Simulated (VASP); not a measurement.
# Al36H in VASP: single point with PBE+D3(BJ)

Aim: the single point of Al36H with PBE+D3(BJ).

Everything below comes from runs of VASP 6.6.1. Logs are shortened: lines on timing, memory, paths and dates and some standing lists are left out, and cuts for length are marked.

## (1) The cell of the first run

The cell holds a slab with vacuum, 37 atoms: a = 5.629 Å, b = 5.629 Å, c = 35.907 Å, α = 90.00°, β = 90.00°, γ = 120.00°.

## (2) Single point, PBE+D3(BJ)

The input, INCAR:

```
SYSTEM = Al36H
ALGO = Normal
DIPOL = 0.5 0.5 0.378
EDIFF = 1E-6
ENCUT = 520
GGA = PE
IDIPOL = 3
ISIF = 2
ISMEAR = 0
IVDW = 12
LASPH = .TRUE.
LCHARG = .FALSE.
LDIPOL = .TRUE.
LREAL = Auto
LWAVE = .FALSE.
NBANDS = 78
NELM = 60
PREC = Accurate
SIGMA = 0.1
```

The input, KPOINTS:

```
k-points
0
G
  6 6 1
  0 0 0
```

The input, POSCAR:

```
Al36H
1.0
    5.6288445219      0.0000000000      0.0000000000
   -2.8144222609      4.8747223499      0.0000000000
    0.0000000000      0.0000000000     35.9073562080
Al H
36 1
Direct
    0.1666666667      0.3333333333      0.1113977865
    0.1666666667      0.8333333333      0.1113977865
    0.6666666667      0.3333333333      0.1113977865
    0.6666666667      0.8333333333      0.1113977865
    0.0000000000      0.0000000000      0.1757372983
    0.0000000000      0.5000000000      0.1757372983
    0.5000000000      0.0000000000      0.1757372983
    0.5000000000      0.5000000000      0.1757372983
    0.3333333333      0.1666666667      0.2400768102
    0.3333333333      0.6666666667      0.2400768102
    0.8333333333      0.1666666667      0.2400768102
    0.8333333333      0.6666666667      0.2400768102
    0.0000000000      0.0000000000      0.3044163221
    0.0000000000      0.5000000000      0.3044163221
    0.5000000000      0.0000000000      0.3044163221
    0.5000000000      0.5000000000      0.3044163221
    0.1666666667      0.3333333333      0.3682539347
    0.1666666667      0.8333333333      0.3682539347
    0.6666666667      0.3333333333      0.3682539347
    0.6666666667      0.8333333333      0.3682539347
    0.0000000000      0.0000000000      0.4320699059
    0.0000000000      0.5000000000      0.4320699059
    0.5000000000      0.0000000000      0.4320699059
    0.5000000000      0.5000000000      0.4320699059
    0.3333333333      0.1666666667      0.4967844642
    0.3333333333      0.6666666667      0.4967844642
    0.8333333333      0.1666666667      0.4967844642
    0.8333333333      0.6666666667      0.4967844642
    0.0000000000      0.0000000000      0.5611166564
    0.0000000000      0.5000000000      0.5611166564
    0.5000000000      0.0000000000      0.5611166564
    0.5000000000      0.5000000000      0.5611166564
    0.1666666667      0.3333333333      0.6268174153
    0.1666666667      0.8333333333      0.6268174153
    0.6666666667      0.3333333333      0.6268174153
    0.6666666667      0.8333333333      0.6268174153
    0.1666666667      0.5833333333      0.7047958658
```

Potentials or basis: VASP PAW PBE potentials, release 64 (Al, H).

Launch:

```bash
cat potpaw_PBE.64/Al/POTCAR potpaw_PBE.64/H/POTCAR > POTCAR
mpirun -np 1 vasp_std > vasp.out
```

OUTCAR:

```text
SYSTEM = Al36H
   EDIFF = 1E-6
   ENCUT = 520
   GGA = PE
   ISIF = 2
   ISMEAR = 0
   IVDW = 12
   LASPH = .TRUE.
   LREAL = Auto
   NELM = 60
   PREC = Accurate
 IVDW          = 12

 ion  position               nearest neighbor table
   1  0.167  0.333  0.111-   2 2.81   2 2.81   3 2.81   3 2.81   4 2.81   4 2.81   5 2.82   8 2.82
                             6 2.82
   2  0.167  0.833  0.111-   1 2.81   1 2.81   4 2.81   4 2.81   3 2.81   3 2.81   6 2.82   7 2.82
                             5 2.82
   3  0.667  0.333  0.111-   4 2.81   4 2.81   1 2.81   1 2.81   2 2.81   2 2.81   7 2.82   6 2.82
                             8 2.82
   4  0.667  0.833  0.111-   3 2.81   3 2.81   2 2.81   2 2.81   1 2.81   1 2.81   8 2.82   5 2.82
                             7 2.82
   5  0.000  0.000  0.176-   6 2.81   6 2.81   7 2.81   7 2.81   8 2.81   8 2.81   1 2.82   4 2.82
                             2 2.82  12 2.82   9 2.82  11 2.82
   6  0.000  0.500  0.176-   5 2.81   5 2.81   8 2.81   8 2.81   7 2.81   7 2.81   2 2.82   3 2.82
                             1 2.82  11 2.82  10 2.82  12 2.82
   7  0.500  0.000  0.176-   8 2.81   8 2.81   5 2.81   5 2.81   6 2.81   6 2.81   3 2.82   2 2.82
                             4 2.82  10 2.82  11 2.82   9 2.82
   8  0.500  0.500  0.176-   7 2.81   7 2.81   6 2.81   6 2.81   5 2.81   5 2.81   4 2.82   1 2.82
                             3 2.82   9 2.82  12 2.82  10 2.82
   9  0.333  0.167  0.240-  10 2.81  10 2.81  11 2.81  11 2.81  12 2.81  12 2.81  16 2.82   8 2.82
[... 40 lines left out ...]
                            27 2.82  33 2.86  36 2.86  34 2.86
  30  0.000  0.500  0.561-  29 2.81  29 2.81  32 2.81  32 2.81  31 2.81  31 2.81  27 2.82  26 2.82
                            28 2.82  34 2.86  35 2.86  33 2.86
  31  0.500  0.000  0.561-  32 2.81  32 2.81  29 2.81  29 2.81  30 2.81  30 2.81  26 2.82  27 2.82
                            25 2.82  35 2.86  34 2.86  36 2.86
  32  0.500  0.500  0.561-  31 2.81  31 2.81  30 2.81  30 2.81  29 2.81  29 2.81  25 2.82  28 2.82
                            26 2.82  36 2.86  33 2.86  35 2.86
  33  0.167  0.333  0.627-  34 2.81  34 2.81  35 2.81  35 2.81  36 2.81  36 2.81  29 2.86  32 2.86
                            30 2.86
  34  0.167  0.833  0.627-  33 2.81  33 2.81  36 2.81  36 2.81  35 2.81  35 2.81  30 2.86  31 2.86
                            29 2.86
  35  0.667  0.333  0.627-  36 2.81  36 2.81  33 2.81  33 2.81  34 2.81  34 2.81  31 2.86  30 2.86
                            32 2.86
  36  0.667  0.833  0.627-  35 2.81  35 2.81  34 2.81  34 2.81  33 2.81  33 2.81  32 2.86  29 2.86
                            31 2.86
  37  0.167  0.583  0.705-

  LATTYP: Found a hexagonal cell.
 ALAT       =     5.6288445219
 C/A-ratio  =     6.3791700176

  Lattice vectors:

 A1 = (   5.6288445219,   0.0000000000,   0.0000000000)
 A2 = (  -2.8144222609,   4.8747223499,   0.0000000000)
 A3 = (   0.0000000000,   0.0000000000,  35.9073562080)

Analysis of symmetry for initial positions (statically):
=====================================================================
 Subroutine PRICEL returns:
 Original cell was already a primitive cell.
[... 203 lines left out ...]
  Thomas-Fermi vector in A             =   1.890327
   LORBIT       =      0    0 simple, 1 ext, 2 COOP (PROOUT), +10 PAW based schemes
   GGA     = PE    functional components
   LHFCALC =     F    Hartree Fock is set to
   AEXX    =    0.0000 exact exchange contribution
   IVDW    =    12    specifies the selected vdW correction
   LEPSILON=     F    determine dielectric tensor
   LRPA    =     F    only Hartree local field effects (RPA)
 non-spin polarized calculation
 Gauss-broadening in eV      SIGMA  =   0.10
  energy-cutoff  :      520.00
  volume of cell :      985.26
 maximum number of plane-waves:     26641
 NGX is ok and might be reduce to    42
   NGX = 21   NGY = 21   NGZ =133

 dipolmoment           0.000000      0.000000     -0.022125 electrons x Angstroem

 number of electron     109.0000001 magnetization

 dipolmoment           0.000000      0.000000      0.278814 electrons x Angstroem

 Free energy of the ion-electron system (eV)
  ---------------------------------------------------
  ext. energy  EPLUGINS =         0.00000000
  ---------------------------------------------------
  free energy    TOTEN  =      -132.69730174 eV

  energy without entropy =     -132.61073347  energy(sigma->0) =     -132.65401761

 E-fermi :   2.8442     XC(G=0):  -6.6458

 val. band max:        2.8403438746   @ k =   0.0000   0.1667   0.0000
 cond. band min:       2.8804010465   @ k =  -0.1667   0.3333   0.0000
 fundamental gap:      0.0400571719
 Fermi energy:         2.8442298016

 k-point     1 :       0.0000    0.0000    0.0000
  band No.  band energies     occupation
      1      -8.4625      2.00000
      2      -8.1980      2.00000
      3      -7.8118      2.00000
      4      -7.2588      2.00000
      5      -6.5794      2.00000
      6      -5.7653      2.00000
[... 886 lines left out ...]
     65       5.4550      0.00000
     66       5.4568      0.00000
 [bands above 66 left out]

------------------------ aborting loop because EDIFF is reached ----------------------------------------

 vacuum level on the upper side and lower side of the slab       (xc-potential included)         0.699        -1.104

 Edisp (eV)  -11.26962

 E8    (eV) :    -5.1062

  FORCE on cell =-STRESS in cart. coord.  units (eV):
  Direction    XX          YY          ZZ          XY          YZ          ZX
  --------------------------------------------------------------------------------------
  -------------------------------------------------------------------------------------
  Total      -3.83100    -4.16779    -2.17183     0.29166     0.02652     0.04593
  in kB      -6.22975    -6.77741    -3.53170     0.47429     0.04312     0.07468
  external pressure =       -5.51 kB  Pullay stress =        0.00 kB

 VOLUME and BASIS-vectors are now :
 -----------------------------------------------------------------------------
  energy-cutoff  :      520.00
  volume of cell :      985.26
      direct lattice vectors                 reciprocal lattice vectors
     5.628844522  0.000000000  0.000000000     0.177656355  0.102569944  0.000000000
    -2.814422261  4.874722350  0.000000000     0.000000000  0.205139889  0.000000000
     0.000000000  0.000000000 35.907356208     0.000000000  0.000000000  0.027849447

 POSITION                                       TOTAL-FORCE (eV/Angst)
 -----------------------------------------------------------------------------------
      0.00000      1.62491      4.00000        -0.017103      0.022859     -0.107797
     -1.40721      4.06227      4.00000         0.011245     -0.026241     -0.107797
      2.81442      1.62491      4.00000         0.019227      0.011101     -0.103995
      1.40721      4.06227      4.00000        -0.012689     -0.007326     -0.108490
      0.00000      0.00000      6.31026         0.012348      0.007129      0.122716
     -1.40721      2.43736      6.31026         0.031140      0.017979      0.096486
[... 29 lines left out ...]
      1.40721      4.06227     22.50736         0.031215      0.018022      0.046906
     -0.70361      2.84359     25.30736         0.004407      0.002544     -1.096982
 -----------------------------------------------------------------------------------
    total drift:                                0.000020      0.000012     -0.028531

  FREE ENERGIE OF THE ION-ELECTRON SYSTEM (eV)
  ---------------------------------------------------
  free  energy   TOTEN  =      -143.9669242158 eV

  energy  without entropy=     -143.8803559369  energy(sigma->0) =     -143.92364008

 vacuum level on the upper side and lower side of the slab         8.574         6.745
```

OSZICAR:

```text
N       E                     dE             d eps       ncg     rms          rms(c)
DAV:   1     0.304547551653E+03    0.30455E+03   -0.36243E+04  2028   0.106E+03
DAV:   2    -0.108140935138E+03   -0.41269E+03   -0.38715E+03  2492   0.172E+02
DAV:   3    -0.134830613521E+03   -0.26690E+02   -0.25380E+02  2800   0.392E+01
[... 25 lines left out ...]
DAV:  29    -0.132697287824E+03   -0.10857E-04   -0.32671E-06  1930   0.420E-03    0.710E-03
DAV:  30    -0.132697292670E+03   -0.48463E-05   -0.57355E-07  1468   0.227E-03    0.458E-03
DAV:  31    -0.132697297383E+03   -0.47121E-05   -0.88414E-07  1598   0.264E-03    0.183E-03
DAV:  32    -0.132697301122E+03   -0.37391E-05   -0.64254E-07  1558   0.168E-03    0.251E-03
DAV:  33    -0.132697301745E+03   -0.62296E-06   -0.91427E-08  1296   0.100E-03
   1 F= -.14396692E+03 E0= -.14392364E+03  d E =-.865683E-01
```

stdout:

```text
POSCAR found type information on POSCAR AlH
 POSCAR found :  2 types and      37 ions
 scaLAPACK will be used
 LDA part: xc-table for (Slater+PW92), standard interpolation
 POSCAR, INCAR and KPOINTS ok, starting setup
 FFT: planning ... GRIDC
 FFT: planning ... GRID_SOFT
 FFT: planning ... GRID
 WAVECAR not read
 entering main loop
```

Wall time 45 min (1 thread of Intel Xeon 6975P-C (Granite Rapids), shared host); peak memory 1.2 GiB.

What came out:

| Item | Value |
| --- | --- |
| Free energy | -143.9669 eV |
| Largest force | 1.097 eV/Å |
| Band gap on the k mesh | zero (an odd number of electrons rules out a gap without spin polarisation) |
| Dispersion energy per atom | -0.305 eV |

Forces in eV/Å, atoms in the order of the input:
```
Al  -0.017  0.023 -0.108
Al   0.011 -0.026 -0.108
Al   0.019  0.011 -0.104
Al  -0.013 -0.007 -0.108
Al   0.012  0.007  0.123
Al   0.031  0.018  0.096
Al  -0.011 -0.031  0.128
Al  -0.033  0.006  0.128
Al  -0.002 -0.001 -0.028
Al  -0.024 -0.014 -0.029
Al   0.000  0.025 -0.022
Al   0.022 -0.012 -0.022
Al  -0.004 -0.002 -0.002
Al   0.025  0.014  0.047
Al   0.003 -0.026  0.010
Al  -0.021  0.016  0.010
Al  -0.019  0.024  0.014
Al   0.011 -0.028  0.014
Al   0.017  0.010 -0.023
Al  -0.009 -0.005  0.002
Al  -0.008 -0.005  0.002
Al   0.019  0.011 -0.012
Al  -0.002 -0.023  0.031
Al  -0.021  0.009  0.031
Al   0.010  0.006  0.012
Al  -0.005 -0.003 -0.058
Al   0.009 -0.004 -0.006
Al   0.001  0.010 -0.006
Al   0.002  0.001 -0.036
Al   0.006  0.003  0.049
Al  -0.024  0.021 -0.022
Al   0.006 -0.031 -0.022
Al  -0.070  0.090  0.500
Al   0.043 -0.106  0.500
Al  -0.003 -0.002  0.071
Al   0.031  0.018  0.047
H    0.004  0.003 -1.097
```

The gap in the log of VASP goes by the Fermi energy; the results here count the filled bands.